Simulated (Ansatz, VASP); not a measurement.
**One calculation of TaS2, two programs**

```
Ta S
1.0
     3.38286    0.00000    0.00000
    -1.69143    2.92964    0.00000
     0.00000    0.00000    6.16798
Ta S
1 2
Direct
  0.00000 0.00000 0.00000
  0.66667 0.33333 0.75428
  0.33333 0.66667 0.24572
```

Alike in both runs: task single point; functional PBE; dispersion D4; k mesh 6 × 6 × 4; no spin polarisation.

```csv
,VASP,Ansatz
version,VASP 6.6.1,Ansatz 0.2.0
potentials or method,"VASP PAW PBE potentials, release 64 (Ta_pv, S), cutoff 500 eV","scalar-relativistic, plane waves, PAW"
occupations,"methfessel-paxton of order 1, width 0.0039 eV","cold, width 0.0039 eV"
valence electrons in the cell,23,25
```

```csv
,VASP,Ansatz,Ansatz less VASP
pressure (GPa),-1.0,-0.9,+0.04
"traceless stress, the component that is largest in VASP (GPa)",0.51,0.46,-0.053
rms of the force components (eV/Å),0.081,0.078,-0.0027
```

Atom by atom the forces differ by 0.003 eV/Å (rms over components). VASP's potentials hold 23 valence electrons a cell and Ansatz's 25, so a difference there can come from the potentials and not from the codes.

Spin-orbit coupling is off throughout.
